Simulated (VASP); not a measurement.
LiBr (rocksalt type), 2 atoms in the cell. It takes space group Fm-3m (No. 225, cubic). The conventional cell has a = 5.510 Å, b = 5.510 Å, c = 5.510 Å, α = 90.00°, β = 90.00°, γ = 90.00°. Within 3.6 Å of Li (site symmetry m-3m) lie 6 Br at 2.75 Å. Within 3.6 Å of Br (site symmetry m-3m) lie 6 Li at 2.75 Å. 

| Quantity | Value |
| --- | --- |
| Program | VASP 6.6.1 |
| Task | electric field gradients |
| Functional | PBE |
| Potentials or basis | VASP PAW PBE potentials, release 64 (Li_sv, Br) |
| Cutoff | 650 eV |
| k mesh | 12 × 12 × 12 |
| Occupations | fermi-dirac, width 0.08 eV |
| Spin | no spin polarisation |
| Dipole correction | no |
| Further INCAR settings | ALGO = Normal; EDIFF = 1e-08; NBANDS = 12 |

Potentials or basis: VASP PAW PBE potentials, release 64 (Li_sv, Br).

The run is started by

```bash
$ cat potpaw_PBE.64/Li_sv/POTCAR potpaw_PBE.64/Br/POTCAR > POTCAR
$ mpirun -np 1 vasp_std > vasp.out
```

Hardware: 1 thread of Intel(R) Xeon(R) Platinum 8375C CPU @ 2.90GHz (Ice Lake) (shared host).

Question: Estimate the wall time of this run.

Answer: Run time: 67 s on 1 thread of Intel(R) Xeon(R) Platinum 8375C CPU @ 2.90GHz (Ice Lake), on a shared host, peak memory 0.19 GiB. Counts: scf iterations 16, k points 72.
